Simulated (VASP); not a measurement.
# MgO (P6_3/mmc) in VASP: further runs, part 2 of 2

VASP 6.6.1. The steps go on from the part before.

## 4. Single point, r2SCAN

This run uses another cell than the first one, of 10.45 Å³/atom, 0.969 times its volume.

Contents of POSCAR:

```
MgO
1.0
    3.4272754297      0.0000000000      0.0000000000
   -1.7136377148      2.9681076712      0.0000000000
    0.0000000000      0.0000000000      4.1072130628
Mg O
2 2
Direct
    0.6666666667      0.3333333333      0.7500000000
    0.3333333333      0.6666666667      0.2500000000
    0.6666666667      0.3333333333      0.2500000000
    0.3333333333      0.6666666667      0.7500000000
```

Contents of INCAR.step1:

```
SYSTEM = MgO
  PREC = Accurate
  ENCUT = 660
  ISMEAR = 0
  SIGMA = 0.01
  LREAL = .False.
  LASPH = .True.
  NELM = 120
  NBANDS = 24
  GGA = PE
  ALGO = Normal
  EDIFF = 1E-5
  LWAVE = .True.
  LCHARG = .False.
  GGA_COMPAT = .False.
```

Contents of INCAR.step2:

```
SYSTEM = MgO
  PREC = Accurate
  ENCUT = 660
  EDIFF = 1E-6
  ISMEAR = 0
  SIGMA = 0.01
  LREAL = .False.
  LASPH = .True.
  NELM = 120
  ALGO = Normal
  ISIF = 2
  LWAVE = .False.
  LCHARG = .True.
  METAGGA = R2SCAN
  LMIXTAU = .True.
  LELF = .True.
  LVHAR = .True.
  NBANDS = 24
  ISTART = 1
  GGA_COMPAT = .False.
```

Contents of KPOINTS:

```
Automatic mesh
0
Gamma
  6 6 6
  0 0 0
```

Potentials or basis: VASP PAW PBE potentials, release 64 (Mg_sv, O).

The run is started by

```sh
$ cat potpaw_PBE.64/Mg_sv/POTCAR potpaw_PBE.64/O/POTCAR > POTCAR
$ cp INCAR.step1 INCAR
$ mpirun -np 1 vasp_std > vasp.out
$ cp INCAR.step2 INCAR
$ mpirun -np 1 vasp_std > vasp.out
```

OUTCAR:

```text
SYSTEM = MgO
   PREC = Accurate
   ENCUT = 660
   EDIFF = 1E-6
   ISMEAR = 0
   LREAL = .False.
   LASPH = .True.
   NELM = 120
   ISIF = 2
   METAGGA = R2SCAN
   ISTART = 1

 ion  position               nearest neighbor table
   1  0.667  0.333  0.750-   4 1.98   4 1.98   4 1.98   3 2.05   3 2.05
   2  0.333  0.667  0.250-   3 1.98   3 1.98   3 1.98   4 2.05   4 2.05
   3  0.667  0.333  0.250-   2 1.98   2 1.98   2 1.98   1 2.05   1 2.05
   4  0.333  0.667  0.750-   1 1.98   1 1.98   1 1.98   2 2.05   2 2.05

  LATTYP: Found a hexagonal cell.
 ALAT       =     3.4272754297
 C/A-ratio  =     1.1983901344

  Lattice vectors:

 A1 = (   3.4272754297,   0.0000000000,   0.0000000000)
 A2 = (  -1.7136377148,   2.9681076712,   0.0000000000)
 A3 = (   0.0000000000,   0.0000000000,   4.1072130628)

Analysis of symmetry for initial positions (statically):
=====================================================================
 Subroutine PRICEL returns:
 Original cell was already a primitive cell.

 Routine SETGRP: Setting up the symmetry group for a
 hexagonal supercell.

 Subroutine GETGRP returns: Found 24 space group operations
 (whereof 12 operations were pure point group operations)
 out of a pool of 24 trial point group operations.

The static configuration has the point symmetry D_3d.
 The point group associated with its full space group is D_6h.

Analysis of symmetry for dynamics (positions and initial velocities):
=====================================================================
 Subroutine PRICEL returns:
 Original cell was already a primitive cell.

 Routine SETGRP: Setting up the symmetry group for a
 hexagonal supercell.

 Subroutine GETGRP returns: Found 24 space group operations
 (whereof 12 operations were pure point group operations)
 out of a pool of 24 trial point group operations.

The dynamic configuration has the point symmetry D_3d.
 The point group associated with its full space group is D_6h.

 Subroutine INISYM returns: Found 24 space group operations
 (whereof 12 operations are pure point group operations),
 and found     1 'primitive' translations

----------------------------------------------------------------------------------------

                                     Primitive cell

  volume of cell :      41.7807

  direct lattice vectors                    reciprocal lattice vectors
     3.427275430  0.000000000  0.000000000     0.291776958  0.168457501  0.000000000
    -1.713637715  2.968107671  0.000000000     0.000000000  0.336915001  0.000000000
     0.000000000  0.000000000  4.107213063     0.000000000  0.000000000  0.243474099

  length of vectors
     3.427275430  3.427275502  4.107213063     0.336915008  0.336915001  0.243474099

  position of ions in fractional coordinates (direct lattice)
     0.666666667  0.333333333  0.750000000
     0.333333333  0.666666667  0.250000000
     0.666666667  0.333333333  0.250000000
     0.333333333  0.666666667  0.750000000

  ion indices of the primitive-cell ions
   primitive index   ion index
                 1           1
                 2           2
                 3           3
                 4           4

----------------------------------------------------------------------------------------

 KPOINTS: Automatic mesh

Automatic generation of k-mesh.
 Grid dimensions read from file:
 generate k-points for:    6    6    6

 Generating k-lattice:

  Cartesian coordinates                     Fractional coordinates (reciprocal lattice)
     0.048629493  0.028076250  0.000000000     0.166666667  0.000000000  0.000000000
     0.000000000  0.056152500  0.000000000     0.000000000  0.166666667  0.000000000
     0.000000000  0.000000000  0.040579017     0.000000000  0.000000000  0.166666667

  Length of vectors
     0.056152501  0.056152500  0.040579017

  Shift w.r.t. Gamma in fractional coordinates (k-lattice)
     0.000000000  0.000000000  0.000000000

 Subroutine IBZKPT returns following result:
 ===========================================

 Found     28 irreducible k-points:

 Following reciprocal coordinates:
            Coordinates               Weight
  0.000000  0.000000  0.000000      1.000000
  0.166667  0.000000  0.000000      6.000000
  0.333333  0.000000  0.000000      6.000000
  0.500000  0.000000  0.000000      3.000000
  0.166667  0.166667  0.000000      6.000000
  0.333333  0.166667  0.000000     12.000000
[... 16 lines left out ...]
  0.166667  0.000000  0.500000      6.000000
  0.333333  0.000000  0.500000      6.000000
 [... further k-points ...]
   k-points           NKPTS =     28   k-points in BZ     NKDIM =     28   number of bands    NBANDS=     24
   number of dos      NEDOS =    301   number of ions     NIONS =      4
   total plane-waves  NPLWV =  32400
   dimension x,y,z NGX =    30 NGY =   30 NGZ =   36
   dimension x,y,z NGXF=    60 NGYF=   60 NGZF=   72
   ions per type =               2   2
   NGX,Y,Z   is equivalent  to a cutoff of  14.55, 14.55, 14.57 a.u.
   NGXF,Y,Z  is equivalent  to a cutoff of  29.10, 29.10, 29.14 a.u.
 SYSTEM =  MgO
   PREC   = accura    normal or accurate (medium, high low for compatibility)
   ISTART =      1    job   : 0-new  1-cont  2-samecut
   ICHARG =      0    charge: 1-file 2-atom 10-const
   ISPIN  =      1    spin polarized calculation?
   LNONCOLLINEAR =      F non collinear calculations
   LSORBIT =      F    spin-orbit coupling
   LASPH  =      T    aspherical Exc in radial PAW
   ENCUT  =  660.0 eV  48.51 Ry    6.96 a.u.   7.18  7.18  8.60*2*pi/ulx,y,z
   NELM   =    120;   NELMIN=  2; NELMDL=  0     # of ELM steps
   EDIFF  = 0.1E-05   stopping-criterion for ELM
   LREAL  =      F    real-space projection
   EDIFFG = 0.1E-04   stopping-criterion for IOM
   NSW    =      0    number of steps for IOM
   IBRION =     -1    ionic relax: 0-MD 1-quasi-New 2-CG
   NFREE  =      0    steps in history (QN), initial steepest desc. (CG)
   ISIF   =      2    stress and relaxation
   ISYM   =      2    0-nonsym 1-usesym 2-fastsym
   POTIM  = 0.5000    time-step for ionic-motion
   TEBEG  =    0.0;   TEEND  =   0.0 temperature during run
   PSTRESS=    0.0 pullay stress
   NELECT =      32.0000    total number of electrons
   NUPDOWN=      -1.0000    fix difference up-down
   EMIN   =  10.00;   EMAX   =-10.00  energy-range for DOS
   EFERMI =   0.00;   METHOD = LEGACY
   ISMEAR =     0;   SIGMA  =   0.01  broadening in eV -4-tet -1-fermi 0-gaus
   EFERMI_NEDOS =   21; number of points for ismear=-14 and -15
   IALGO  =     38    algorithm
   IMIX   =      4    mixing-type and parameters
     AMIX     =   0.40;   BMIX     =  1.00
     AMIX_MAG =   1.60;   BMIX_MAG =  1.00
  volume/ion in A,a.u.               =      10.45        70.49
  Fermi-wavevector in a.u.,A,eV,Ry     =   1.497843  2.830512 30.525114  2.243533
  Thomas-Fermi vector in A             =   2.609678
   LORBIT       =      0    0 simple, 1 ext, 2 COOP (PROOUT), +10 PAW based schemes
   METAGGA = R2SCAN    functional components
   LHFCALC =     F    Hartree Fock is set to
   AEXX    =    0.0000 exact exchange contribution
   IVDW    =     0    specifies the selected vdW correction
   LEPSILON=     F    determine dielectric tensor
   LRPA    =     F    only Hartree local field effects (RPA)
 non-spin polarized calculation
 Gauss-broadening in eV      SIGMA  =   0.01
  energy-cutoff  :      660.00
  volume of cell :       41.78
 maximum number of plane-waves:      1626
 NGX is ok and might be reduce to    30
   NGX = 15   NGY = 15   NGZ = 17

 number of electron      31.9999954 magnetization

 Free energy of the ion-electron system (eV)
  ---------------------------------------------------
  ext. energy  EPLUGINS =         0.00000000
  ---------------------------------------------------
  free energy    TOTEN  =       -32.02981515 eV

  energy without entropy =      -32.02981515  energy(sigma->0) =      -32.02981515

 E-fermi :   1.8590     XC(G=0): -11.2048

 val. band max:        1.6925262999   @ k =   0.0000   0.0000   0.0000
 cond. band min:       6.0763150547   @ k =   0.0000   0.0000   0.0000
 fundamental gap:      4.3837887548
 Fermi energy:         1.8590007134

 k-point     1 :       0.0000    0.0000    0.0000
  band No.  band energies     occupation
      1     -73.0206      2.00000
      2     -73.0055      2.00000
      3     -38.1868      2.00000
      4     -38.1628      2.00000
      5     -38.1628      2.00000
      6     -38.1307      2.00000
[... 16 lines left out ...]
     23      18.7332      0.00000
     24      19.1652      0.00000
[... 598 lines left out ...]
      2     -73.0123      2.00000
      3     -38.1926      2.00000
      4     -38.1926      2.00000
      5     -38.1504      2.00000
      6     -38.1504      2.00000
[... 16 lines left out ...]
     23      18.3241      0.00000
     24      18.3241      0.00000

 [... further k-points ...]
[... 5 lines left out ...]
  --------------------------------------------------------------------------------------
  -------------------------------------------------------------------------------------
  Total        1.9633247      1.9633248      2.2761448      0.0000000      0.0000000      0.0000000
  in kB       75.2881850     75.2881892     87.2839890      0.0000000      0.0000000      0.0000000
  external PRESSURE =      79.2867878 kB  Pullay stress =       0.0000000 kB

 VOLUME and BASIS-vectors are now :
 -----------------------------------------------------------------------------
  energy-cutoff  :      660.00
  volume of cell :       41.78
      direct lattice vectors                 reciprocal lattice vectors
     3.427275430  0.000000000  0.000000000     0.291776958  0.168457501  0.000000000
    -1.713637715  2.968107671  0.000000000     0.000000000  0.336915001  0.000000000
     0.000000000  0.000000000  4.107213063     0.000000000  0.000000000  0.243474099

 POSITION                                       TOTAL-FORCE (eV/Angst)
 -----------------------------------------------------------------------------------
      1.71364      0.98937      3.08041         0.000000     -0.000000      0.000000
     -0.00000      1.97874      1.02680        -0.000000      0.000000      0.000000
      1.71364      0.98937      1.02680         0.000000      0.000000      0.000000
     -0.00000      1.97874      3.08041        -0.000000     -0.000000      0.000000
 -----------------------------------------------------------------------------------
    total drift:                               -0.000000      0.000000     -0.000000

  FREE ENERGIE OF THE ION-ELECTRON SYSTEM (eV)
  ---------------------------------------------------
  free  energy   TOTEN  =       -32.0298151511 eV

  energy  without entropy=      -32.0298151511  energy(sigma->0) =      -32.02981515
```

Wall time 97 s (1 thread of AMD EPYC 9R45 (Zen 5), shared host); peak memory 0.16 GiB.

What came out:

```yaml
Free_energy: -32.0298 eV
Pressure: 7.9 GPa
Band_gap_on_the_k_mesh: 4.38 eV, direct
```

Stress tensor (GPa, compression positive):
```
7.53 0.00 0.00
0.00 7.53 0.00
0.00 0.00 8.73
```

Levels at points of the mesh, in eV from the valence-band top:
| k point | band 12 | band 13 | band 14 | band 15 | band 16 | band 17 | band 18 | band 19 | band 20 | band 21 |
| --- | --- | --- | --- | --- | --- | --- | --- | --- | --- | --- |
| (0.00, 0.00, 0.00) | -1.86 | -1.86 | -0.90 | -0.90 | 0.00 | 4.38 | 10.90 | 13.64 | 13.87 | 13.87 |
| (0.50, 0.00, 0.00) | -2.51 | -2.49 | -2.03 | -1.38 | -0.56 | 7.84 | 10.63 | 10.81 | 14.02 | 14.17 |
| (0.00, 0.00, 0.50) | -2.51 | -1.41 | -1.41 | -1.41 | -1.41 | 7.46 | 7.46 | 14.24 | 14.24 | 14.24 |
| (0.50, 0.00, 0.50) | -4.06 | -1.64 | -1.64 | -0.90 | -0.90 | 8.25 | 8.25 | 13.69 | 13.69 | 15.62 |

Caveat: the PAW data sets were made with another functional, which shifts forces and pressure a little.

## 5. The runs side by side

```csv
cell,gap on the mesh (eV),pressure (GPa)
"a = 3.463, b = 3.463, c = 4.150 Å, angles 90.0, 90.0, 120.0°, 4 atoms",4.22,2.8
"a = 3.498, b = 3.498, c = 4.192 Å, angles 90.0, 90.0, 120.0°, 4 atoms",4.06,-1.5
"a = 3.427, b = 3.427, c = 4.107 Å, angles 90.0, 90.0, 120.0°, 4 atoms",4.38,7.9
```

Alike in all rows: task single point; level r2SCAN; potentials or basis VASP PAW PBE potentials, release 64 (Mg_sv, O); no spin polarisation; k mesh 6 × 6 × 6; cutoff (eV) 660; smearing gaussian 0.01 eV.

Caveats: the PAW data sets were made with another functional, which shifts forces and pressure a little.

Total energies depend on the potentials used, so only differences within one code and one set of settings carry meaning.
